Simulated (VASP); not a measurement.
# Bi: single point with PBEsol

Bi:

```
Bi
1.0
     0.00000    3.28927    3.28927
     3.28927    0.00000    3.28927
     3.28927    3.28927    0.00000
Bi
2
Direct
  0.00000 0.00000 0.00000
  0.25000 0.25000 0.25000
```

| Item | Value |
| --- | --- |
| Program | VASP 6.6.1 |
| Task | single point |
| Functional | PBEsol |
| Potentials or basis | VASP PAW PBE potentials, release 64 (Bi_d) |
| Cutoff | 520 eV |
| k mesh | 6 × 6 × 6 |
| Occupations | fermi-dirac, width 0.1 eV |
| Spin | no spin polarisation |

```yaml
Pressure: 14.9 GPa
Band_gap_on_the_k_mesh: zero (band 15 reaches 6.85 eV, above the bottom of band 16 at 5.65 eV)
```

Levels at points of the mesh, in eV from the Fermi level:
```csv
k point,band 11,band 12,band 13,band 14,band 15,band 16,band 17,band 18,band 19,band 20
"(0.00, 0.00, 0.00)",-14.48,-6.76,-1.78,-1.78,-1.78,0.64,0.64,0.64,2.90,7.12
"(0.50, 0.00, 0.00)",-13.08,-10.09,-3.03,-2.95,-2.95,1.91,1.91,4.35,5.84,6.78
"(0.50, 0.50, 0.00)",-11.66,-11.66,-4.19,-4.19,-0.92,-0.92,5.68,5.68,7.00,7.00
```

Wall time 14 s on 1 thread of Intel(R) Xeon(R) 6975P-C (Granite Rapids), on a shared host, peak memory 0.19 GiB.

Caveat: the PAW data sets were made with another functional, which shifts forces and pressure a little; spin-orbit coupling is left out, which moves the levels of the heavy elements.
